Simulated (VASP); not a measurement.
# GdCl (P6_3mc) in VASP: a series of runs, part 2 of 2

VASP 6.6.1. The steps go on from the part before.

## Step 4: Single point, PBE, collinear spin, ferromagnetic start

This run uses another cell than the first one, of 28.34 Å³/atom.

Contents of INCAR:

```
SYSTEM = GdCl
ALGO     = Normal         ! electronic algorithm
EDIFF    = 1E-7           ! SCF threshold, eV
ENCUT    = 520            ! plane-wave cutoff, eV
GGA      = PE             ! functional
ISIF     = 2              ! what is computed and relaxed
ISMEAR   = -1             ! smearing method
ISPIN    = 2              ! spin polarisation
LASPH    = .TRUE.         ! aspherical terms in the spheres
LCHARG   = .FALSE.        ! write CHGCAR
LMAXMIX  = 6              ! l up to which the mixer works
LORBIT   = 11             ! projections on sites
LREAL    = .FALSE.        ! projectors in reciprocal space
LWAVE    = .FALSE.        ! write WAVECAR
MAGMOM   = 7 7 0 0        ! initial moments
NBANDS   = 37             ! bands
NELM     = 150            ! most SCF steps
PREC     = Accurate       ! precision mode
SIGMA    = 0.05           ! smearing width, eV
```

Contents of KPOINTS:

```
k-points
0
G
  8 8 3
  0 0 0
```

Contents of POSCAR:

```
GdCl
1.0
    3.6926298159      0.0000000000      0.0000000000
   -1.8463149079      3.1979112273      0.0000000000
    0.0000000000      0.0000000000      9.5993625293
Gd Cl
2 2
Direct
    0.6666666667      0.3333333333      0.8317670000
    0.3333333333      0.6666666667      0.3317670000
    0.6666666667      0.3333333333      0.5432320000
    0.3333333333      0.6666666667      0.0432320000
```

Potentials or basis: VASP PAW PBE potentials, release 64 (Gd, Cl).

The run is started by

```bash
$ cat potpaw_PBE.64/Gd/POTCAR potpaw_PBE.64/Cl/POTCAR > POTCAR
$ mpirun -np 1 vasp_std > vasp.out
```

OUTCAR:

```text
SYSTEM = GdCl
   EDIFF = 1E-7
   ENCUT = 520
   GGA = PE
   ISIF = 2
   ISMEAR = -1
   ISPIN = 2
   LASPH = .TRUE.
   LORBIT = 11
   LREAL = .FALSE.
   NELM = 150
   PREC = Accurate

 ion  position               nearest neighbor table
   1  0.667  0.333  0.832-   3 2.77   4 2.94   4 2.94   4 2.94
   2  0.333  0.667  0.332-   4 2.77   3 2.94   3 2.94   3 2.94
   3  0.667  0.333  0.543-   1 2.77   2 2.94   2 2.94   2 2.94
   4  0.333  0.667  0.043-   2 2.77   1 2.94   1 2.94   1 2.94

  LATTYP: Found a hexagonal cell.
 ALAT       =     3.6926298159
 C/A-ratio  =     2.5996005578

  Lattice vectors:

 A1 = (   3.6926298159,   0.0000000000,   0.0000000000)
 A2 = (  -1.8463149079,   3.1979112273,   0.0000000000)
 A3 = (   0.0000000000,   0.0000000000,   9.5993625293)

Analysis of symmetry for initial positions (statically):
=====================================================================
 Subroutine PRICEL returns:
 Original cell was already a primitive cell.

 Routine SETGRP: Setting up the symmetry group for a
 hexagonal supercell.

 Subroutine GETGRP returns: Found 12 space group operations
 (whereof  6 operations were pure point group operations)
 out of a pool of 24 trial point group operations.

The static configuration has the point symmetry C_3v.
 The point group associated with its full space group is C_6v.

Analysis of symmetry for dynamics (positions and initial velocities):
=====================================================================
 Subroutine PRICEL returns:
 Original cell was already a primitive cell.

 Routine SETGRP: Setting up the symmetry group for a
 hexagonal supercell.

 Subroutine GETGRP returns: Found 12 space group operations
 (whereof  6 operations were pure point group operations)
 out of a pool of 24 trial point group operations.

The dynamic configuration has the point symmetry C_3v.
 The point group associated with its full space group is C_6v.

Analysis of structural, dynamic, and magnetic symmetry:
=====================================================================
 Subroutine PRICEL returns:
 Original cell was already a primitive cell.

 Routine SETGRP: Setting up the symmetry group for a
 hexagonal supercell.

 Subroutine GETGRP returns: Found 12 space group operations
 (whereof  6 operations were pure point group operations)
 out of a pool of 24 trial point group operations.

The overall configuration has the point symmetry C_3v.
 The point group associated with its full space group is C_6v.

 Subroutine INISYM returns: Found 12 space group operations
 (whereof  6 operations are pure point group operations),
 and found     1 'primitive' translations

----------------------------------------------------------------------------------------

                                     Primitive cell

  volume of cell :     113.3560

  direct lattice vectors                    reciprocal lattice vectors
     3.692629816  0.000000000  0.000000000     0.270809707  0.156352057  0.000000000
    -1.846314908  3.197911227  0.000000000     0.000000000  0.312704115  0.000000000
[... 82 lines left out ...]
   ENCUT  =  520.0 eV  38.22 Ry    6.18 a.u.   6.87  6.87 17.85*2*pi/ulx,y,z
   NELM   =    150;   NELMIN=  2; NELMDL= -5     # of ELM steps
   EDIFF  = 0.1E-06   stopping-criterion for ELM
   LREAL  =      F    real-space projection
   EDIFFG = 0.1E-05   stopping-criterion for IOM
   NSW    =      0    number of steps for IOM
   IBRION =     -1    ionic relax: 0-MD 1-quasi-New 2-CG
   NFREE  =      0    steps in history (QN), initial steepest desc. (CG)
   ISIF   =      2    stress and relaxation
   ISYM   =      2    0-nonsym 1-usesym 2-fastsym
   POTIM  = 0.5000    time-step for ionic-motion
   TEBEG  =    0.0;   TEEND  =   0.0 temperature during run
   PSTRESS=    0.0 pullay stress
   NELECT =      50.0000    total number of electrons
   NUPDOWN=      -1.0000    fix difference up-down
   EMIN   =  10.00;   EMAX   =-10.00  energy-range for DOS
   EFERMI =   0.00;   METHOD = LEGACY
   ISMEAR =    -1;   SIGMA  =   0.05  broadening in eV -4-tet -1-fermi 0-gaus
   EFERMI_NEDOS =   21; number of points for ismear=-14 and -15
   IALGO  =     38    algorithm
   IMIX   =      4    mixing-type and parameters
     AMIX     =   0.40;   BMIX     =  1.00
     AMIX_MAG =   1.60;   BMIX_MAG =  1.00
  volume/ion in A,a.u.               =      28.34       191.24
  Fermi-wavevector in a.u.,A,eV,Ry     =   1.246187  2.354952 21.129612  1.552983
  Thomas-Fermi vector in A             =   2.380376
   LORBIT       =     11    0 simple, 1 ext, 2 COOP (PROOUT), +10 PAW based schemes
   GGA     = PE    functional components
   LHFCALC =     F    Hartree Fock is set to
   AEXX    =    0.0000 exact exchange contribution
   IVDW    =     0    specifies the selected vdW correction
   LEPSILON=     F    determine dielectric tensor
   LRPA    =     F    only Hartree local field effects (RPA)
 spin polarized calculation
  energy-cutoff  :      520.00
  volume of cell :      113.36
 maximum number of plane-waves:      3074
 NGX is ok and might be reduce to    28
   NGX = 13   NGY = 13   NGZ = 35

 number of electron      49.9999993 magnetization      14.0355952

 Free energy of the ion-electron system (eV)
  ---------------------------------------------------
  ext. energy  EPLUGINS =         0.00000000
  ---------------------------------------------------
  free energy    TOTEN  =       -32.34068618 eV

  energy without entropy =      -32.28534938  energy(sigma->0) =      -32.31301778

 E-fermi :   4.1029     XC(G=0):  -9.3699

 val. band max:        4.1014323450   @ k =   0.2500   0.2500   0.0000
 cond. band min:       4.1082431332   @ k =   0.2500   0.2500   0.3333
 fundamental gap:      0.0068107881
 Fermi energy:         4.1029492763

 spin component 1

 k-point     1 :       0.0000    0.0000    0.0000
  band No.  band energies     occupation
      1     -41.5747      1.00000
      2     -41.5742      1.00000
      3     -19.2785      1.00000
      4     -19.1682      1.00000
      5     -18.7665      1.00000
      6     -18.7665      1.00000
[... 789 lines left out ...]
     36       6.0996      0.00000
     37       6.4200      0.00000
 Fermi energy:         4.1029492763

 spin component 2

 k-point     1 :       0.0000    0.0000    0.0000
  band No.  band energies     occupation
      1     -38.4890      1.00000
      2     -38.4882      1.00000
      3     -17.2973      1.00000
      4     -17.0572      1.00000
      5     -16.5168      1.00000
      6     -16.5168      1.00000
[... 789 lines left out ...]
     36       6.8790      0.00000
     37       7.2330      0.00000

------------------------ aborting loop because EDIFF is reached ----------------------------------------

  FORCE on cell =-STRESS in cart. coord.  units (eV):
  Direction    XX          YY          ZZ          XY          YZ          ZX
  --------------------------------------------------------------------------------------
  -------------------------------------------------------------------------------------
  Total       -0.3609445     -0.3609445     -0.6912992     -0.0000000      0.0000000      0.0000000
  in kB       -5.1016002     -5.1016002     -9.7708437     -0.0000000      0.0000000      0.0000000
  external PRESSURE =      -6.6580147 kB  Pullay stress =       0.0000000 kB

 VOLUME and BASIS-vectors are now :
 -----------------------------------------------------------------------------
  energy-cutoff  :      520.00
  volume of cell :      113.36
      direct lattice vectors                 reciprocal lattice vectors
     3.692629816  0.000000000  0.000000000     0.270809707  0.156352057  0.000000000
    -1.846314908  3.197911227  0.000000000     0.000000000  0.312704115  0.000000000
     0.000000000  0.000000000  9.599362529     0.000000000  0.000000000  0.104173584

 POSITION                                       TOTAL-FORCE (eV/Angst)
 -----------------------------------------------------------------------------------
      1.84631      1.06597      7.98443         0.000000     -0.000000     -0.012073
     -0.00000      2.13194      3.18475        -0.000000      0.000000     -0.012073
      1.84631      1.06597      5.21468        -0.000000      0.000000      0.012073
     -0.00000      2.13194      0.41500         0.000000     -0.000000      0.012073
 -----------------------------------------------------------------------------------
    total drift:                                0.000000     -0.000000     -0.001630

  FREE ENERGIE OF THE ION-ELECTRON SYSTEM (eV)
  ---------------------------------------------------
  free  energy   TOTEN  =       -32.3406861825 eV

  energy  without entropy=      -32.2853493774  energy(sigma->0) =      -32.31301778

 total charge

# of ion       s       p       d       f       tot
--------------------------------------------------
    1        2.046   5.577   0.484   7.108  15.215
    2        2.046   5.577   0.484   7.108  15.215
    3        1.597   3.541   0.000   0.000   5.138
    4        1.597   3.541   0.000   0.000   5.138
--------------------------------------------------
tot          7.285  18.237   0.968  14.216  40.706

 magnetization (x)

# of ion       s       p       d       f       tot
--------------------------------------------------
    1       -0.001  -0.072   0.088   6.691   6.706
    2       -0.001  -0.072   0.088   6.691   6.706
    3       -0.001  -0.016   0.000   0.000  -0.018
    4       -0.001  -0.016   0.000   0.000  -0.018
--------------------------------------------------
tot         -0.004  -0.177   0.177  13.382  13.377
```

Wall time 7 min (1 thread of Intel Xeon 6975P-C (Granite Rapids), shared host); peak memory 0.37 GiB.

Results:

```yaml
Free_energy: -32.3407 eV
Pressure: -0.7 GPa
Largest_force: 0.012 eV/Å
Band_gap_on_the_k_mesh: zero (filled and empty bands overlap)
Net_moment: 14.04 μB per cell
Site_moments: Gd +6.71; Cl -0.02 μB
Valence_electrons_inside_the_program's_atomic_spheres: Gd 15.21; Cl 5.14
```

Forces in eV/Å, atoms in the order of the input:
```
Gd   0.000  0.000 -0.012
Gd   0.000  0.000 -0.012
Cl   0.000  0.000  0.012
Cl   0.000  0.000  0.012
```

Stress tensor (GPa, compression positive):
```
-0.51  0.00  0.00
 0.00 -0.51  0.00
 0.00  0.00 -0.98
```

Caveat: spin-orbit coupling is left out, which moves the levels of the heavy elements; semilocal functionals describe open f shells poorly, which spoils levels, moments and volumes. With open d or f shells a metallic result of PBE can be an artefact of self-interaction; +U or a hybrid may open a gap.
